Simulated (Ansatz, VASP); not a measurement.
**Be2C: VASP beside Ansatz**

```
C Be
1.0
     0.00000    2.09610    2.09610
     2.09610    0.00000    2.09610
     2.09610    2.09610    0.00000
C Be
1 2
Direct
  0.00000 0.00000 0.00000
  0.25000 0.25000 0.25000
  0.75000 0.75000 0.75000
```

Change from the starting cell: hydrostatic strain -3.0%.

Alike in both runs: task single point; functional r2SCAN; k mesh 10 × 10 × 10; no spin polarisation.

|  | VASP | Ansatz |
| --- | --- | --- |
| version | VASP 6.6.1 | Ansatz 0.2.0 |
| potentials or method | VASP PAW PBE potentials, release 64 (C, Be) | plane waves, PAW |
| plane-wave cutoff (eV) | 660 | 500 |
| occupations | gaussian, width 0.01 eV | fixed |
| valence electrons in the cell | 8 | 8 |

Ansatz gave:

| Property | Result |
| --- | --- |
| gap on the k mesh at the Fermi level (eV) | 1.58 |
| pressure (GPa) | 22.0 |

**Question.** Estimate VASP's values.

**Answer.** gap on the k mesh at the Fermi level (eV): 1.57; pressure (GPa): 22.8.

VASP's potentials were made for PBE, not for r2SCAN.
